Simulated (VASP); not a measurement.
Set up this calculation in VASP 6.6.1, as the native input.

- Task: relaxation of cell and atoms
- Functional: PBEsol
- Potentials or basis: VASP PAW PBE potentials, release 64 (Cd, Se)
- Cutoff: 600 eV
- k mesh: 12 × 12 × 6
- Occupations: gaussian, width 0.01 eV
- Spin: no spin polarisation
- Dipole correction: no
- Further INCAR settings: ALGO = Normal; EDIFF = 1e-06; IBRION = 2; EDIFFG = -0.001; NSW = 80; ISIF = 3

The structure of CdSe lies in POSCAR:

```
CdSe
1.0
    4.3009267070      0.0000000000      0.0000000000
   -2.1504633535      3.7247117881      0.0000000000
    0.0000000000      0.0000000000      7.0223850878
Cd Se
2 2
Direct
    0.3333333333      0.6666666667      0.0046994920
    0.6666666667      0.3333333333      0.5046994920
    0.3333333333      0.6666666667      0.3803005080
    0.6666666667      0.3333333333      0.8803005080
```

The input as run:

INCAR

```
ALGO = Normal
EDIFF = 1E-6
EDIFFG = -0.001
ENCUT = 600
GGA = PS
IBRION = 2
ISIF = 3
ISMEAR = 0
LASPH = True
LCHARG = False
LREAL = False
LWAVE = False
NELM = 100
NSW = 80
PREC = Accurate
SIGMA = 0.01
```

KPOINTS

```
k-points
0
Gamma
  12 12 6
```

Potentials or basis: VASP PAW PBE potentials, release 64 (Cd, Se).

Command:

```bash
$ cat potpaw_PBE.64/Cd/POTCAR potpaw_PBE.64/Se/POTCAR > POTCAR
$ mpirun -np 1 vasp_std > vasp.out
```

It gave:

```yaml
Relaxed_volume: 28.29 Å³/atom
Relaxed_cell: a = 4.309 Å, b = 4.309 Å, c = 7.036 Å, α = 90.00°, β = 90.00°, γ = 120.00°
Space_group_after_relaxing_to_0.1_Å: P6_3mc (No. 186)
Energy_gained_by_relaxing: 0.2 meV/atom
Ionic_steps: 4
Pressure_after_relaxing: 0.0 GPa
Band_gap_on_the_k_mesh: 0.53 eV
```

Caveat: semilocal functionals underestimate gaps, and a narrow one can read as zero; the PAW data sets were made with another functional, which shifts forces and pressure a little.

Wall time 3.9 min on 1 thread of AMD EPYC 9R45 96-Core Processor (Zen 5), with other jobs on the host, peak memory 0.38 GiB.
